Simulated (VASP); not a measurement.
# AlAs (F-43m) in VASP: a series of runs, part 2 of 2

VASP 6.6.1. Earlier steps stand in the parts before.

## (3) Single point, PBE

This run uses another cell than the first one, of 17.35 Å³/atom, 0.612 times its volume.

INCAR reads:

```
PREC = Accurate ; ENCUT = 500
EDIFF = 1E-6 ; ISMEAR = -1
SIGMA = 0.025851999786435532 ; LREAL = False
LASPH = True ; NELM = 120
ALGO = Normal ; ISIF = 2
LWAVE = False ; LCHARG = False
GGA = PE ; NBANDS = 11
GGA_COMPAT = False
```

KPOINTS reads:

```
Automatic mesh
0
Gamma
  2 2 2
```

POSCAR reads:

```
AlAs
1.0
    0.0000000000      2.5886766269      2.5886766269
    2.5886766269      0.0000000000      2.5886766269
    2.5886766269      2.5886766269      0.0000000000
Al As
1 1
Direct
    0.0000000000      0.0000000000      0.0000000000
    0.7500000000      0.7500000000      0.7500000000
```

Potentials or basis: VASP PAW PBE potentials, release 64 (Al, As).

Command:

```sh
> cat potpaw_PBE.64/Al/POTCAR potpaw_PBE.64/As/POTCAR > POTCAR
> mpirun -np 1 vasp_std > vasp.out
```

OUTCAR:

```text
PREC = Accurate
   ENCUT = 500
   EDIFF = 1E-6
   ISMEAR = -1
   LREAL = False
   LASPH = True
   NELM = 120
   ISIF = 2
   GGA = PE

 ion  position               nearest neighbor table
   1  0.000  0.000  0.000-   2 2.24   2 2.24   2 2.24   2 2.24
   2  0.750  0.750  0.750-   1 2.24   1 2.24   1 2.24   1 2.24

  LATTYP: Found a face centered cubic cell.
 ALAT       =     5.1773532538

  Lattice vectors:

 A1 = (   0.0000000000,   2.5886766269,   2.5886766269)
 A2 = (   2.5886766269,   0.0000000000,   2.5886766269)
 A3 = (   2.5886766269,   2.5886766269,   0.0000000000)

Analysis of symmetry for initial positions (statically):
=====================================================================
 Subroutine PRICEL returns:
 Original cell was already a primitive cell.

 Routine SETGRP: Setting up the symmetry group for a
 face centered cubic supercell.

 Subroutine GETGRP returns: Found 24 space group operations
 (whereof 24 operations were pure point group operations)
 out of a pool of 48 trial point group operations.

The static configuration has the point symmetry T_d .

Analysis of symmetry for dynamics (positions and initial velocities):
=====================================================================
 Subroutine PRICEL returns:
 Original cell was already a primitive cell.

 Routine SETGRP: Setting up the symmetry group for a
 face centered cubic supercell.

 Subroutine GETGRP returns: Found 24 space group operations
 (whereof 24 operations were pure point group operations)
 out of a pool of 48 trial point group operations.

The dynamic configuration has the point symmetry T_d .

 Subroutine INISYM returns: Found 24 space group operations
 (whereof 24 operations are pure point group operations),
 and found     1 'primitive' translations

----------------------------------------------------------------------------------------

                                     Primitive cell

  volume of cell :      34.6947

  direct lattice vectors                    reciprocal lattice vectors
     0.000000000  2.588676627  2.588676627    -0.193148883  0.193148883  0.193148883
     2.588676627  0.000000000  2.588676627     0.193148883 -0.193148883  0.193148883
     2.588676627  2.588676627  0.000000000     0.193148883  0.193148883 -0.193148883

  length of vectors
     3.660941594  3.660941594  3.660941594     0.334543679  0.334543679  0.334543679

  position of ions in fractional coordinates (direct lattice)
     0.000000000  0.000000000  0.000000000
     0.750000000  0.750000000  0.750000000

  ion indices of the primitive-cell ions
   primitive index   ion index
                 1           1
                 2           2

----------------------------------------------------------------------------------------

 KPOINTS: Automatic mesh

Automatic generation of k-mesh.
 Grid dimensions read from file:
 generate k-points for:    2    2    2

 Generating k-lattice:

  Cartesian coordinates                     Fractional coordinates (reciprocal lattice)
    -0.096574442  0.096574442  0.096574442     0.500000000  0.000000000  0.000000000
     0.096574442 -0.096574442  0.096574442     0.000000000  0.500000000  0.000000000
     0.096574442  0.096574442 -0.096574442     0.000000000  0.000000000  0.500000000

  Length of vectors
     0.167271840  0.167271840  0.167271840

  Shift w.r.t. Gamma in fractional coordinates (k-lattice)
     0.000000000  0.000000000  0.000000000

 Subroutine IBZKPT returns following result:
 ===========================================

 Found      3 irreducible k-points:

 Following reciprocal coordinates:
            Coordinates               Weight
  0.000000  0.000000  0.000000      1.000000
  0.500000  0.000000  0.000000      4.000000
  0.500000  0.500000  0.000000      3.000000
   k-points           NKPTS =      3   k-points in BZ     NKDIM =      3   number of bands    NBANDS=     11
   number of dos      NEDOS =    301   number of ions     NIONS =      2
   total plane-waves  NPLWV =  21952
   dimension x,y,z NGX =    28 NGY =   28 NGZ =   28
   dimension x,y,z NGXF=    56 NGYF=   56 NGZF=   56
   ions per type =               1   1
   NGX,Y,Z   is equivalent  to a cutoff of  12.71, 12.71, 12.71 a.u.
   NGXF,Y,Z  is equivalent  to a cutoff of  25.43, 25.43, 25.43 a.u.
 SYSTEM =  unknown system
   PREC   = accura    normal or accurate (medium, high low for compatibility)
   ISTART =      0    job   : 0-new  1-cont  2-samecut
   ICHARG =      2    charge: 1-file 2-atom 10-const
   ISPIN  =      1    spin polarized calculation?
   LNONCOLLINEAR =      F non collinear calculations
   LSORBIT =      F    spin-orbit coupling
   LASPH  =      T    aspherical Exc in radial PAW
   ENCUT  =  500.0 eV  36.75 Ry    6.06 a.u.   6.67  6.67  6.67*2*pi/ulx,y,z
   NELM   =    120;   NELMIN=  2; NELMDL= -5     # of ELM steps
   EDIFF  = 0.1E-05   stopping-criterion for ELM
   LREAL  =      F    real-space projection
   EDIFFG = 0.1E-04   stopping-criterion for IOM
   NSW    =      0    number of steps for IOM
   IBRION =     -1    ionic relax: 0-MD 1-quasi-New 2-CG
   NFREE  =      0    steps in history (QN), initial steepest desc. (CG)
   ISIF   =      2    stress and relaxation
   ISYM   =      2    0-nonsym 1-usesym 2-fastsym
   POTIM  = 0.5000    time-step for ionic-motion
   TEBEG  =    0.0;   TEEND  =   0.0 temperature during run
   PSTRESS=    0.0 pullay stress
   NELECT =       8.0000    total number of electrons
   NUPDOWN=      -1.0000    fix difference up-down
   EMIN   =  10.00;   EMAX   =-10.00  energy-range for DOS
   EFERMI =   0.00;   METHOD = LEGACY
   ISMEAR =    -1;   SIGMA  =   0.03  broadening in eV -4-tet -1-fermi 0-gaus
   EFERMI_NEDOS =   21; number of points for ismear=-14 and -15
   IALGO  =     38    algorithm
   IMIX   =      4    mixing-type and parameters
     AMIX     =   0.40;   BMIX     =  1.00
     AMIX_MAG =   1.60;   BMIX_MAG =  1.00
  volume/ion in A,a.u.               =      17.35       117.07
  Fermi-wavevector in a.u.,A,eV,Ry     =   1.003884  1.897066 13.711731  1.007784
  Thomas-Fermi vector in A             =   2.136465
   LORBIT       =      0    0 simple, 1 ext, 2 COOP (PROOUT), +10 PAW based schemes
   GGA     = PE    functional components
   LHFCALC =     F    Hartree Fock is set to
   AEXX    =    0.0000 exact exchange contribution
   IVDW    =     0    specifies the selected vdW correction
   LEPSILON=     F    determine dielectric tensor
   LRPA    =     F    only Hartree local field effects (RPA)
 non-spin polarized calculation
  energy-cutoff  :      500.00
  volume of cell :       34.69
 maximum number of plane-waves:       894
 NGX is ok and might be reduce to    28
   NGX = 13   NGY = 13   NGZ = 13

 number of electron       8.0000000 magnetization

 Free energy of the ion-electron system (eV)
  ---------------------------------------------------
  ext. energy  EPLUGINS =         0.00000000
  ---------------------------------------------------
  free energy    TOTEN  =        -5.74692423 eV

  energy without entropy =       -5.74692198  energy(sigma->0) =       -5.74692310

 E-fermi :   7.1516     XC(G=0):  -9.9481

 val. band max:        6.8324424752   @ k =   0.0000   0.0000   0.0000
 cond. band min:       7.4707400157   @ k =   0.5000   0.5000   0.0000
 fundamental gap:      0.6382975405
 Fermi energy:         7.1515908521

 k-point     1 :       0.0000    0.0000    0.0000
  band No.  band energies     occupation
      1      -6.8191      2.00000
      2       6.8324      1.99999
      3       6.8324      1.99999
      4       6.8324      1.99999
      5      11.1736      0.00000
      6      11.3759      0.00000
      7      11.3759      0.00000
      8      11.3759      0.00000
      9      16.1565      0.00000
     10      16.1565      0.00000
     11      17.1787      0.00000

 k-point     2 :       0.5000    0.0000    0.0000
  band No.  band energies     occupation
      1      -4.6183      2.00000
      2      -0.2795      2.00000
      3       5.7802      2.00000
      4       5.7802      2.00000
      5       9.9392      0.00000
      6      11.4046      0.00000
      7      11.4046      0.00000
      8      14.8214      0.00000
      9      19.3643      0.00000
     10      19.3643      0.00000
     11      20.5148      0.00000

 k-point     3 :       0.5000    0.5000    0.0000
  band No.  band energies     occupation
      1      -3.7344      2.00000
      2       0.1749      2.00000
      3       3.9070      2.00000
      4       3.9070      2.00000
      5       7.4707      0.00001
      6       8.8663      0.00000
      7      19.0730      0.00000
      8      19.0730      0.00000
      9      20.7819      0.00000
     10      21.1375      0.00000
     11      21.1375      0.00000

------------------------ aborting loop because EDIFF is reached ----------------------------------------

  FORCE on cell =-STRESS in cart. coord.  units (eV):
  Direction    XX          YY          ZZ          XY          YZ          ZX
  --------------------------------------------------------------------------------------
  -------------------------------------------------------------------------------------
  Total       10.6774322     10.6774322     10.6774322      0.0000000      0.0000000     -0.0000000
  in kB      493.0761571    493.0761571    493.0761571      0.0000000      0.0000000     -0.0000000
  external PRESSURE =     493.0761571 kB  Pullay stress =       0.0000000 kB

 VOLUME and BASIS-vectors are now :
 -----------------------------------------------------------------------------
  energy-cutoff  :      500.00
  volume of cell :       34.69
      direct lattice vectors                 reciprocal lattice vectors
     0.000000000  2.588676627  2.588676627    -0.193148883  0.193148883  0.193148883
     2.588676627  0.000000000  2.588676627     0.193148883 -0.193148883  0.193148883
     2.588676627  2.588676627  0.000000000     0.193148883  0.193148883 -0.193148883

 POSITION                                       TOTAL-FORCE (eV/Angst)
 -----------------------------------------------------------------------------------
      0.00000      0.00000      0.00000         0.000000     -0.000000      0.000000
      3.88301      3.88301      3.88301        -0.000000      0.000000     -0.000000
 -----------------------------------------------------------------------------------
    total drift:                               -0.000000     -0.000000     -0.000000

  FREE ENERGIE OF THE ION-ELECTRON SYSTEM (eV)
  ---------------------------------------------------
  free  energy   TOTEN  =        -5.7469242285 eV

  energy  without entropy=       -5.7469219772  energy(sigma->0) =       -5.74692310
```

OSZICAR:

```text
N       E                     dE             d eps       ncg     rms          rms(c)
DAV:   1     0.190116084921E+02    0.19012E+02   -0.29687E+03    66   0.541E+02
DAV:   2    -0.504998633639E+01   -0.24062E+02   -0.22036E+02    83   0.903E+01
DAV:   3    -0.636273802179E+01   -0.13128E+01   -0.13052E+01    86   0.201E+01
DAV:   4    -0.637130611978E+01   -0.85681E-02   -0.85662E-02    75   0.168E+00
DAV:   5    -0.637142048281E+01   -0.11436E-03   -0.11436E-03    94   0.206E-01    0.495E+00
DAV:   6    -0.586023248824E+01    0.51119E+00   -0.66041E-01    72   0.319E+00    0.304E+00
DAV:   7    -0.573911800608E+01    0.12111E+00   -0.47121E-01    72   0.291E+00    0.118E+00
DAV:   8    -0.574626033272E+01   -0.71423E-02   -0.24765E-02    66   0.891E-01    0.156E-01
DAV:   9    -0.574661092373E+01   -0.35059E-03   -0.63311E-04    75   0.143E-01    0.643E-02
DAV:  10    -0.574689478276E+01   -0.28386E-03   -0.26590E-04    75   0.941E-02    0.200E-02
DAV:  11    -0.574692404577E+01   -0.29263E-04   -0.41121E-05    75   0.371E-02    0.112E-02
DAV:  12    -0.574692422854E+01   -0.18277E-06   -0.27268E-06    72   0.851E-03
   1 F= -.57469242E+01 E0= -.57469231E+01  d E =-.225136E-05
```

stdout:

```text
POSCAR found type information on POSCAR AlAs
 POSCAR found :  2 types and       2 ions
 scaLAPACK will be used
 LDA part: xc-table for (Slater+PW92), standard interpolation
 POSCAR, INCAR and KPOINTS ok, starting setup
 FFT: planning ... GRIDC
 FFT: planning ... GRID_SOFT
 FFT: planning ... GRID
 WAVECAR not read
 entering main loop
```

Run time: 6.7 s. Hardware: 1 thread of Intel Xeon 8259CL, shared host; peak memory 0.15 GiB.

Results:

| Quantity | Value |
| --- | --- |
| Free energy | -5.7469 eV |
| Pressure | 49.3 GPa |
| Band gap on the k mesh | 0.64 eV, indirect (least direct gap 3.56 eV) |

Caveat: the k points lie up to 1.05 Å⁻¹ apart. A k mesh can miss the band edges.

## (4) Single point, PBE

This run uses another cell than the first one, of 22.86 Å³/atom, 0.806 times its volume.

INCAR reads:

```
ALGO = Normal
EDIFF = 1E-6
ENCUT = 500
GGA = PE
GGA_COMPAT = F
ISIF = 2
ISMEAR = -1
ISYM = 0
LASPH = T
LCHARG = T
LELF = T
LREAL = F
LVHAR = T
LWAVE = F
NBANDS = 11
NELM = 120
PREC = Accurate
SIGMA = 0.051703999572871064
```

KPOINTS reads:

```
k-points
0
Gamma
  1 2 2
```

POSCAR reads:

```
AlAs
1.0
    0.0000000000      2.8379008005      2.8379008005
    2.8379008005      0.0000000000      2.8379008005
    2.8379008005      2.8379008005      0.0000000000
Al As
1 1
Direct
    0.0000000000      0.0000000000      0.0000000000
    0.7500000000      0.7500000000      0.7500000000
```

Command:

```sh
> cat potpaw_PBE.64/Al/POTCAR potpaw_PBE.64/As/POTCAR > POTCAR
> mpirun -np 1 vasp_std > vasp.out
```

It took 9.8 s on 1 thread of Intel Xeon 8259CL, shared host; peak memory 0.16 GiB.

The run converged, but its numbers aren't listed here, since they failed a check.

Caveat: the k points lie up to 1.92 Å⁻¹ apart.

## (5) Single point, PBE

This run uses another cell than the first one, of 22.86 Å³/atom, 0.806 times its volume.

INCAR reads:

```
PREC = Accurate
ENCUT = 500
EDIFF = 1E-6
ISMEAR = 0
SIGMA = 0.01
LREAL = F
LASPH = T
NELM = 120
ALGO = Normal
ISIF = 2
LWAVE = F
LCHARG = T
GGA = PE
LELF = T
LVHAR = T
NBANDS = 11
GGA_COMPAT = F
```

KPOINTS reads:

```
Automatic mesh
0
Gamma
  3 3 3
```

POSCAR reads:

```
AlAs
1.0
    0.0000000000      2.8379008005      2.8379008005
    2.8379008005      0.0000000000      2.8379008005
    2.8379008005      2.8379008005      0.0000000000
Al As
1 1
Direct
    0.2340000000      0.5990000000      0.9150000000
    0.9840000000      1.3490000000      1.6650000000
```

Command:

```sh
> cat potpaw_PBE.64/Al/POTCAR potpaw_PBE.64/As/POTCAR > POTCAR
> mpirun -np 1 vasp_std > vasp.out
```

Run time: 11 s. Hardware: 1 thread of Intel Xeon 8259CL, shared host; peak memory 0.16 GiB.

The run converged. Its results:

```yaml
Free_energy: -8.9514 eV
Pressure: 3.3 GPa
Band_gap_on_the_k_mesh: 1.93 eV, indirect (least direct gap 1.98 eV)
```

Levels at points of the mesh, in eV from the valence-band top:
```tsv
k point	band 2	band 3	band 4	band 5	band 6	band 7
(0.00, 0.00, 0.00)	0.00	0.00	0.00	1.98	4.20	4.20
```

Caveat: the k points lie up to 0.64 Å⁻¹ apart. Expect the measured gap to be larger: semilocal functionals such as PBE lack the derivative discontinuity.

## (6) Single point, PBE

This run uses another cell than the first one, of 22.86 Å³/atom, 0.806 times its volume.

INCAR reads:

```
SYSTEM = AlAs
ALGO = Normal ; EDIFF = 1E-6
ENCUT = 500 ; GGA = PE
GGA_COMPAT = .FALSE. ; ISIF = 2
ISMEAR = -5 ; LASPH = .TRUE.
LCHARG = .TRUE. ; LELF = .TRUE.
LREAL = .FALSE. ; LVHAR = .TRUE.
LWAVE = .FALSE. ; NBANDS = 11
NELM = 120 ; PREC = Accurate
SIGMA = 0.1
```

KPOINTS reads:

```
k-points
0
G
  3 3 3
  0 0 0
```

POSCAR reads:

```
AlAs
1.0
    0.0000000000      2.8379008005      2.8379008005
    2.8379008005      0.0000000000      2.8379008005
    2.8379008005      2.8379008005      0.0000000000
Al As
1 1
Direct
    0.0000000000      0.0000000000      0.0000000000
    0.7500000000      0.7500000000      0.7500000000
```

Potentials or basis: VASP PAW PBE potentials, release 64 (Al, As).

Command:

```sh
> cat potpaw_PBE.64/Al/POTCAR potpaw_PBE.64/As/POTCAR > POTCAR
> mpirun -np 1 vasp_std > vasp.out
```

It took 9.3 s on 1 thread of Intel Xeon 8259CL, shared host; peak memory 0.16 GiB.

The run converged. Its results:

| Item | Value |
| --- | --- |
| Free energy | -8.9514 eV |
| Pressure | 3.3 GPa |
| Band gap on the k mesh | 1.93 eV, indirect (least direct gap 1.98 eV) |

Levels at points of the mesh, in eV from the valence-band top:
| k point | band 1 | band 2 | band 3 | band 4 | band 5 | band 6 | band 7 | band 8 |
| --- | --- | --- | --- | --- | --- | --- | --- | --- |
| (0.00, 0.00, 0.00) | -11.82 | 0.00 | 0.00 | 0.00 | 1.98 | 4.20 | 4.20 | 4.20 |

Caveat: the k points lie up to 0.64 Å⁻¹ apart.

## (7) Summary

```csv
level,cell,k mesh,smearing,gap on the mesh (eV),pressure (GPa)
PBEsol,"a = 4.312 Å, angles 60.0°, 2 atoms",2 × 2 × 2,methfessel-paxton 0.0680285 eV,0.27,-6.8
PBE,"a = 3.661 Å, angles 60.0°, 2 atoms",2 × 2 × 2,fermi-dirac 0.025852 eV,0.64,49.3
PBE,"a = 4.013 Å, angles 60.0°, 2 atoms",3 × 3 × 3,gaussian 0.01 eV,1.93,3.3
PBE,"a = 4.013 Å, angles 60.0°, 2 atoms",3 × 3 × 3,tetrahedron,1.93,3.3
```

Alike in all rows: task single point; potentials or basis VASP PAW PBE potentials, release 64 (Al, As); no spin polarisation; cutoff (eV) 500.

Caveats: all runs use coarse meshes; the PAW data sets were made with another functional, which shifts forces and pressure a little (some runs).

Total energies depend on the potentials used, so only differences within one code and one set of settings carry meaning.
